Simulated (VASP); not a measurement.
A run of VASP 6.6.1:

The input INCAR:

```
ALGO = Normal
EDIFF = 1E-6
ENCUT = 520
GGA = PE
ISIF = 2
ISMEAR = -1
LASPH = True
LCHARG = False
LREAL = False
LWAVE = False
NBANDS = 62
NELM = 100
PREC = Accurate
SIGMA = 0.1
```

The input KPOINTS:

```
k-points
0
Gamma
  4 4 4
```

The input POSCAR:

```
Nb3Tl
1.0
    5.2903860000      0.0000000000      0.0000000000
    0.0000000000      5.2903860000      0.0000000000
    0.0000000000      0.0000000000      5.2903860000
Nb Tl
6 2
Direct
    0.2500000000      0.0000000000      0.5000000000
    0.5000000000      0.7500000000      0.0000000000
    0.7500000000      0.0000000000      0.5000000000
    0.5000000000      0.2500000000      0.0000000000
    0.0000000000      0.5000000000      0.7500000000
    0.0000000000      0.5000000000      0.2500000000
    0.0000000000      0.0000000000      0.0000000000
    0.5000000000      0.5000000000      0.5000000000
```

Potentials or basis: VASP PAW PBE potentials, release 64 (Nb_sv, Tl_d).

Command:

```console
$ cat potpaw_PBE.64/Nb_sv/POTCAR potpaw_PBE.64/Tl_d/POTCAR > POTCAR
$ mpirun -np 1 vasp_std > vasp.out
```

Hardware: 1 thread of AMD EPYC 7R43 64-Core Processor (Zen 3), with other jobs on the host.

Question: Estimate the wall time of this run.

Answer: It took 2.8 min on 1 thread of AMD EPYC 7R43 64-Core Processor (Zen 3), on a shared host, peak memory 0.23 GiB. Counts: scf iterations 14, k points 10.
